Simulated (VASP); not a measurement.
# Be2S3 (R-3c) in VASP: further runs

Runs on Be2S3. Level: PBE. Tasks: single point, relaxation of cell and atoms.

All numbers are computed with VASP 6.6.1; they aren't measurements. Logs are shortened: lines on timing, memory, paths and dates and some standing lists are left out, and cuts for length are marked.

## (1) The cell of the first run

It takes space group R-3c (No. 167, trigonal). Conventional cell: a = 5.881 Å, b = 5.881 Å, c = 14.072 Å, α = 90.00°, β = 90.00°, γ = 120.00°. Be (site symmetry 3) has 6 S at 2.15 to 2.45 Å within 2.8 Å. S (site symmetry 2) has 4 Be at 2.15 to 2.45 Å within 2.8 Å.

## (2) Single point, PBE

Contents of INCAR:

```
  PREC = Accurate
  ENCUT = 600
  EDIFF = 1E-6
  ISMEAR = 0
  SIGMA = 0.1
  LREAL = F
  LASPH = T
  NELM = 120
  ALGO = Normal
  ISIF = 2
  LWAVE = F
  LCHARG = F
  GGA = PE
  NBANDS = 33
  GGA_COMPAT = F
```

Contents of KPOINTS:

```
regular mesh
0
Gamma
  6 6 6
```

Contents of POSCAR:

```
Be2S3
1.0
    2.9407335865      1.6978333277      4.6908000836
   -2.9407335865      1.6978333277      4.6908000836
    0.0000000000     -3.3956666556      4.6908000836
Be S
4 6
Direct
    0.8558920137      0.8558920137      0.8558920137
    0.6441079863      0.6441079863      0.6441079863
    0.1441079863      0.1441079863      0.1441079863
    0.3558920137      0.3558920137      0.3558920137
    0.0807673855      0.4192326145      0.7500000000
    0.7500000000      0.0807673855      0.4192326145
    0.4192326145      0.7500000000      0.0807673855
    0.9192326145      0.5807673855      0.2500000000
    0.2500000000      0.9192326145      0.5807673855
    0.5807673855      0.2500000000      0.9192326145
```

Potentials or basis: VASP PAW PBE potentials, release 64 (Be, S).

Launch:

```console
cat potpaw_PBE.64/Be/POTCAR potpaw_PBE.64/S/POTCAR > POTCAR
mpirun -np 1 vasp_std > vasp.out
```

OUTCAR:

```text
PREC = Accurate
   ENCUT = 600
   EDIFF = 1E-6
   ISMEAR = 0
   LREAL = F
   LASPH = T
   NELM = 120
   ISIF = 2
   GGA = PE

 ion  position               nearest neighbor table
   1  0.856  0.856  0.856-   9 2.15   8 2.15  10 2.15   7 2.45   5 2.45   6 2.45
   2  0.644  0.644  0.644-  10 2.15   8 2.15   9 2.15   6 2.45   5 2.45   7 2.45
   3  0.144  0.144  0.144-   6 2.15   5 2.15   7 2.15  10 2.45   8 2.45   9 2.45
   4  0.356  0.356  0.356-   7 2.15   5 2.15   6 2.15   9 2.45   8 2.45  10 2.45
   5  0.081  0.419  0.750-   3 2.15   4 2.15   1 2.45   2 2.45
   6  0.750  0.081  0.419-   3 2.15   4 2.15   2 2.45   1 2.45
   7  0.419  0.750  0.081-   4 2.15   3 2.15   1 2.45   2 2.45
   8  0.919  0.581  0.250-   1 2.15   2 2.15   3 2.45   4 2.45
   9  0.250  0.919  0.581-   1 2.15   2 2.15   4 2.45   3 2.45
  10  0.581  0.250  0.919-   2 2.15   1 2.15   3 2.45   4 2.45

  LATTYP: Found a trigonal (rhomboedric) cell.
 ALAT       =     5.7908684547
 COS(alpha) =     0.4842325150

  Lattice vectors:

 A1 = (   2.9407335865,   1.6978333277,   4.6908000836)
 A2 = (  -2.9407335865,   1.6978333277,   4.6908000836)
 A3 = (   0.0000000000,  -3.3956666556,   4.6908000836)

Analysis of symmetry for initial positions (statically):
=====================================================================
 Subroutine PRICEL returns:
 Original cell was already a primitive cell.

 Routine SETGRP: Setting up the symmetry group for a
 trigonal (rhombohedral) supercell.

 Subroutine GETGRP returns: Found 12 space group operations
 (whereof  6 operations were pure point group operations)
 out of a pool of 12 trial point group operations.

The static configuration has the point symmetry S_6 .
 The point group associated with its full space group is D_3d.

Analysis of symmetry for dynamics (positions and initial velocities):
=====================================================================
 Subroutine PRICEL returns:
 Original cell was already a primitive cell.

 Routine SETGRP: Setting up the symmetry group for a
 trigonal (rhombohedral) supercell.

 Subroutine GETGRP returns: Found 12 space group operations
 (whereof  6 operations were pure point group operations)
 out of a pool of 12 trial point group operations.

The dynamic configuration has the point symmetry S_6 .
 The point group associated with its full space group is D_3d.

 Subroutine INISYM returns: Found 12 space group operations
 (whereof  6 operations are pure point group operations),
[... 115 lines left out ...]
   NSW    =      0    number of steps for IOM
   IBRION =     -1    ionic relax: 0-MD 1-quasi-New 2-CG
   NFREE  =      0    steps in history (QN), initial steepest desc. (CG)
   ISIF   =      2    stress and relaxation
   ISYM   =      2    0-nonsym 1-usesym 2-fastsym
   POTIM  = 0.5000    time-step for ionic-motion
   TEBEG  =    0.0;   TEEND  =   0.0 temperature during run
   PSTRESS=    0.0 pullay stress
   NELECT =      44.0000    total number of electrons
   NUPDOWN=      -1.0000    fix difference up-down
   EMIN   =  10.00;   EMAX   =-10.00  energy-range for DOS
   EFERMI =   0.00;   METHOD = LEGACY
   ISMEAR =     0;   SIGMA  =   0.10  broadening in eV -4-tet -1-fermi 0-gaus
   EFERMI_NEDOS =   21; number of points for ismear=-14 and -15
   IALGO  =     38    algorithm
   IMIX   =      4    mixing-type and parameters
     AMIX     =   0.40;   BMIX     =  1.00
     AMIX_MAG =   1.60;   BMIX_MAG =  1.00
  volume/ion in A,a.u.               =      14.05        94.83
  Fermi-wavevector in a.u.,A,eV,Ry     =   1.111671  2.100753 16.814234  1.235811
  Thomas-Fermi vector in A             =   2.248236
   LORBIT       =      0    0 simple, 1 ext, 2 COOP (PROOUT), +10 PAW based schemes
   GGA     = PE    functional components
   LHFCALC =     F    Hartree Fock is set to
   AEXX    =    0.0000 exact exchange contribution
   IVDW    =     0    specifies the selected vdW correction
   LEPSILON=     F    determine dielectric tensor
   LRPA    =     F    only Hartree local field effects (RPA)
 non-spin polarized calculation
 Gauss-broadening in eV      SIGMA  =   0.10
  energy-cutoff  :      600.00
  volume of cell :      140.52
 maximum number of plane-waves:      4717
 NGX is ok and might be reduce to    48
   NGX = 23   NGY = 23   NGZ = 23

 number of electron      44.0000000 magnetization

 Free energy of the ion-electron system (eV)
  ---------------------------------------------------
  ext. energy  EPLUGINS =         0.00000000
  ---------------------------------------------------
  free energy    TOTEN  =       -41.89281352 eV

  energy without entropy =      -41.85872045  energy(sigma->0) =      -41.87576699

 E-fermi :   5.6114     XC(G=0): -10.3515

 val. band max:        5.6104849115   @ k =   0.3333   0.1667  -0.0000
 cond. band min:       5.6120214481   @ k =   0.5000   0.3333   0.3333
 fundamental gap:      0.0015365366
 Fermi energy:         5.6114133243

 k-point     1 :       0.0000    0.0000    0.0000
  band No.  band energies     occupation
      1      -9.2129      2.00000
      2      -6.5001      2.00000
      3      -6.5001      2.00000
      4      -6.2356      2.00000
      5      -6.2356      2.00000
      6      -5.9199      2.00000
[... 853 lines left out ...]
     32      11.8841      0.00000
     33      12.5919      0.00000

 [... further k-points ...]
[... 5 lines left out ...]
  --------------------------------------------------------------------------------------
  -------------------------------------------------------------------------------------
  Total       -0.0208767     -0.0208767      0.1124514      0.0000000     -0.0000000      0.0000000
  in kB       -0.2380257     -0.2380257      1.2821141      0.0000000     -0.0000000      0.0000000
  external PRESSURE =       0.2686876 kB  Pullay stress =       0.0000000 kB

 VOLUME and BASIS-vectors are now :
 -----------------------------------------------------------------------------
  energy-cutoff  :      600.00
  volume of cell :      140.52
      direct lattice vectors                 reciprocal lattice vectors
     2.940733586  1.697833328  4.690800084     0.170025603  0.098164327  0.071061083
    -2.940733586  1.697833328  4.690800084    -0.170025603  0.098164327  0.071061083
     0.000000000 -3.395666656  4.690800084     0.000000000 -0.196328655  0.071061083

 POSITION                                       TOTAL-FORCE (eV/Angst)
 -----------------------------------------------------------------------------------
      0.00000     -0.00000     12.04445        -0.000000     -0.000000      0.022619
      0.00000     -0.00000      9.06415        -0.000000      0.000000     -0.022619
      0.00000     -0.00000      2.02795        -0.000000      0.000000     -0.022619
      0.00000     -0.00000      5.00825        -0.000000     -0.000000      0.022619
     -0.99534     -1.69783      5.86350         0.017378      0.000000     -0.000000
      1.96803     -0.01307      5.86350        -0.008689      0.015050     -0.000000
     -0.97270      1.71090      5.86350        -0.008689     -0.015050     -0.000000
      0.99534      1.69783      8.20890        -0.017378      0.000000     -0.000000
     -1.96803      0.01307      8.20890         0.008689     -0.015050     -0.000000
      0.97270     -1.71090      8.20890         0.008689      0.015050     -0.000000
 -----------------------------------------------------------------------------------
    total drift:                                0.000000     -0.000000      0.000000

  FREE ENERGIE OF THE ION-ELECTRON SYSTEM (eV)
  ---------------------------------------------------
  free  energy   TOTEN  =       -41.8928135230 eV

  energy  without entropy=      -41.8587204540  energy(sigma->0) =      -41.87576699
```

stdout:

```text
POSCAR found type information on POSCAR BeS
 POSCAR found :  2 types and      10 ions
 scaLAPACK will be used
 LDA part: xc-table for (Slater+PW92), standard interpolation
 POSCAR, INCAR and KPOINTS ok, starting setup
 FFT: planning ... GRIDC
 FFT: planning ... GRID_SOFT
 FFT: planning ... GRID
 WAVECAR not read
 entering main loop
```

It took 1.9 min on 1 thread of Intel Xeon Platinum 8488C (Sapphire Rapids), shared host; peak memory 0.37 GiB.

Results:

- Free energy: -41.8928 eV
- Pressure: 0.0 GPa
- Largest force: 0.023 eV/Å
- Band gap on the k mesh: zero (bands 22 and 23 overlap by 1.28 eV)

Forces on the atoms (eV/Å):
```
Be   0.000  0.000  0.023
Be   0.000  0.000 -0.023
Be   0.000  0.000 -0.023
Be   0.000  0.000  0.023
S    0.017  0.000  0.000
S   -0.009  0.015  0.000
S   -0.009 -0.015  0.000
S   -0.017  0.000  0.000
S    0.009 -0.015  0.000
S    0.009  0.015  0.000
```

## (3) Single point, PBE

This run uses another cell than the first one, of 15.94 Å³/atom.

Contents of INCAR:

```
ALGO = Normal
EDIFF = 1E-6
ENCUT = 600
GGA = PE
GGA_COMPAT = F
ISIF = 2
ISMEAR = 0
LASPH = T
LCHARG = F
LREAL = F
LWAVE = F
NBANDS = 33
NELM = 120
PREC = Accurate
SIGMA = 0.1
```

Contents of KPOINTS:

```
k-points
0
Gamma
  6 6 6
```

Contents of POSCAR:

```
Be2S3
1.0
    2.9350929191      1.6945766869      5.3423098775
   -2.9350929191      1.6945766869      5.3423098775
    0.0000000000     -3.3891533740      5.3423098775
Be S
4 6
Direct
    0.8521800000      0.8521800000      0.8521800000
    0.6478200000      0.6478200000      0.6478200000
    0.1478200000      0.1478200000      0.1478200000
    0.3521800000      0.3521800000      0.3521800000
    0.0562500000      0.4437500000      0.7500000000
    0.7500000000      0.0562500000      0.4437500000
    0.4437500000      0.7500000000      0.0562500000
    0.9437500000      0.5562500000      0.2500000000
    0.2500000000      0.9437500000      0.5562500000
    0.5562500000      0.2500000000      0.9437500000
```

Potentials or basis: VASP PAW PBE potentials, release 64 (Be, S).

Launch:

```console
cat potpaw_PBE.64/Be/POTCAR potpaw_PBE.64/S/POTCAR > POTCAR
mpirun -np 1 vasp_std > vasp.out
```

OUTCAR:

```text
EDIFF = 1E-6
   ENCUT = 600
   GGA = PE
   ISIF = 2
   ISMEAR = 0
   LASPH = T
   LREAL = F
   NELM = 120
   PREC = Accurate

 ion  position               nearest neighbor table
   1  0.852  0.852  0.852-  10 2.29   9 2.29   8 2.29   5 2.43   7 2.43   6 2.43
   2  0.648  0.648  0.648-   9 2.29  10 2.29   8 2.29   5 2.43   6 2.43   7 2.43
   3  0.148  0.148  0.148-   7 2.29   6 2.29   5 2.29   8 2.43  10 2.43   9 2.43
   4  0.352  0.352  0.352-   6 2.29   7 2.29   5 2.29   8 2.43   9 2.43  10 2.43
   5  0.056  0.444  0.750-   3 2.29   4 2.29   1 2.43   2 2.43
   6  0.750  0.056  0.444-   4 2.29   3 2.29   2 2.43   1 2.43
   7  0.444  0.750  0.056-   3 2.29   4 2.29   1 2.43   2 2.43
   8  0.944  0.556  0.250-   1 2.29   2 2.29   3 2.43   4 2.43
   9  0.250  0.944  0.556-   2 2.29   1 2.29   4 2.43   3 2.43
  10  0.556  0.250  0.944-   1 2.29   2 2.29   3 2.43   4 2.43

  LATTYP: Found a trigonal (rhomboedric) cell.
 ALAT       =     6.3266606847
 COS(alpha) =     0.5695481095

  Lattice vectors:

 A1 = (   2.9350929191,   1.6945766869,   5.3423098775)
 A2 = (  -2.9350929191,   1.6945766869,   5.3423098775)
 A3 = (   0.0000000000,  -3.3891533740,   5.3423098775)

Analysis of symmetry for initial positions (statically):
=====================================================================
 Subroutine PRICEL returns:
 Original cell was already a primitive cell.

 Routine SETGRP: Setting up the symmetry group for a
 trigonal (rhombohedral) supercell.

 Subroutine GETGRP returns: Found 12 space group operations
 (whereof  6 operations were pure point group operations)
 out of a pool of 12 trial point group operations.

The static configuration has the point symmetry S_6 .
 The point group associated with its full space group is D_3d.

Analysis of symmetry for dynamics (positions and initial velocities):
[... 150 lines left out ...]
  Fermi-wavevector in a.u.,A,eV,Ry     =   1.065871  2.014204 15.457316  1.136081
  Thomas-Fermi vector in A             =   2.201437
   LORBIT       =      0    0 simple, 1 ext, 2 COOP (PROOUT), +10 PAW based schemes
   GGA     = PE    functional components
   LHFCALC =     F    Hartree Fock is set to
   AEXX    =    0.0000 exact exchange contribution
   IVDW    =     0    specifies the selected vdW correction
   LEPSILON=     F    determine dielectric tensor
   LRPA    =     F    only Hartree local field effects (RPA)
 non-spin polarized calculation
 Gauss-broadening in eV      SIGMA  =   0.10
  energy-cutoff  :      600.00
  volume of cell :      159.43
 maximum number of plane-waves:      5340
 NGX is ok and might be reduce to    54
   NGX = 25   NGY = 25   NGZ = 25

 number of electron      44.0000001 magnetization

 Free energy of the ion-electron system (eV)
  ---------------------------------------------------
  ext. energy  EPLUGINS =         0.00000000
  ---------------------------------------------------
  free energy    TOTEN  =       -41.02701495 eV

  energy without entropy =      -40.98855589  energy(sigma->0) =      -41.00778542

 E-fermi :   3.9858     XC(G=0):  -9.7897

 val. band max:        3.9812546579   @ k =   0.1667   0.1667   0.1667
 cond. band min:       4.0191123148   @ k =  -0.3333  -0.3333   0.1667
 fundamental gap:      0.0378576570
 Fermi energy:         3.9857972686

 k-point     1 :       0.0000    0.0000    0.0000
  band No.  band energies     occupation
      1      -9.8056      2.00000
      2      -7.8133      2.00000
      3      -7.5071      2.00000
      4      -7.5071      2.00000
      5      -7.1030      2.00000
      6      -7.1030      2.00000
[... 853 lines left out ...]
     32      10.4697      0.00000
     33      10.9251      0.00000

 [... further k-points ...]
[... 5 lines left out ...]
  --------------------------------------------------------------------------------------
  -------------------------------------------------------------------------------------
  Total       -8.5557117     -8.5557117     -7.8379600     -0.0000000      0.0000000     -0.0000000
  in kB      -85.9811629    -85.9811629    -78.7680724     -0.0000000      0.0000000     -0.0000000
  external PRESSURE =     -83.5767994 kB  Pullay stress =       0.0000000 kB

 VOLUME and BASIS-vectors are now :
 -----------------------------------------------------------------------------
  energy-cutoff  :      600.00
  volume of cell :      159.43
      direct lattice vectors                 reciprocal lattice vectors
     2.935092919  1.694576687  5.342309877     0.170352358  0.098352980  0.062394983
    -2.935092919  1.694576687  5.342309877    -0.170352358  0.098352980  0.062394983
     0.000000000 -3.389153374  5.342309877     0.000000000 -0.196705960  0.062394983

 POSITION                                       TOTAL-FORCE (eV/Angst)
 -----------------------------------------------------------------------------------
      0.00000     -0.00000     13.65783         0.000000     -0.000000      0.189719
      0.00000     -0.00000     10.38257         0.000000      0.000000     -0.189719
      0.00000     -0.00000      2.36910         0.000000      0.000000     -0.189719
      0.00000     -0.00000      5.64436         0.000000     -0.000000      0.189719
     -1.13735     -1.69458      6.67789         0.378536      0.000000      0.000000
      2.03622     -0.13768      6.67789        -0.189268      0.327821      0.000000
     -0.89887      1.83226      6.67789        -0.189268     -0.327821      0.000000
      1.13735      1.69458      9.34904        -0.378536      0.000000      0.000000
     -2.03622      0.13768      9.34904         0.189268     -0.327821      0.000000
      0.89887     -1.83226      9.34904         0.189268      0.327821      0.000000
 -----------------------------------------------------------------------------------
    total drift:                                0.000000      0.000000      0.000000

  FREE ENERGIE OF THE ION-ELECTRON SYSTEM (eV)
  ---------------------------------------------------
  free  energy   TOTEN  =       -41.0270149472 eV

  energy  without entropy=      -40.9885558883  energy(sigma->0) =      -41.00778542
```

stdout:

```text
POSCAR found type information on POSCAR BeS
 POSCAR found :  2 types and      10 ions
 scaLAPACK will be used
 LDA part: xc-table for (Slater+PW92), standard interpolation
 POSCAR, INCAR and KPOINTS ok, starting setup
 FFT: planning ... GRIDC
 FFT: planning ... GRID_SOFT
 FFT: planning ... GRID
 WAVECAR not read
 entering main loop
```

Wall time 3 min (1 thread of Intel Xeon Platinum 8488C (Sapphire Rapids), shared host); peak memory 0.48 GiB.

What came out:

* Free energy: -41.0270 eV
* Pressure: -8.4 GPa
* Largest force: 0.379 eV/Å
* Band gap on the k mesh: zero (bands 22 and 23 overlap by 0.47 eV)

Forces in eV/Å, atoms in the order of the input:
```
Be   0.000  0.000  0.190
Be   0.000  0.000 -0.190
Be   0.000  0.000 -0.190
Be   0.000  0.000  0.190
S    0.379  0.000  0.000
S   -0.189  0.328  0.000
S   -0.189 -0.328  0.000
S   -0.379  0.000  0.000
S    0.189 -0.328  0.000
S    0.189  0.328  0.000
```

Levels at points of the mesh, in eV from the Fermi level:
```tsv
k point	band 19	band 20	band 21	band 22	band 23	band 24	band 25	band 26
(0.00, 0.00, 0.00)	-0.35	0.11	0.11	0.37	0.53	0.53	4.10	5.03
(0.50, 0.00, 0.00)	-0.80	-0.80	-0.64	-0.64	0.35	0.35	4.38	4.38
(0.50, 0.50, 0.00)	-1.15	-0.65	-0.64	-0.24	0.24	0.32	4.57	4.92
(0.50, 0.50, 0.50)	-1.42	-1.42	0.31	0.31	0.31	0.31	3.98	3.98
```

Caveat: the cell stands under tension; semilocal functionals underestimate gaps, and a narrow one can read as zero.

(Continued in part 2 of 2.)

The gap in the log of VASP goes by the Fermi energy; the results here count the filled bands.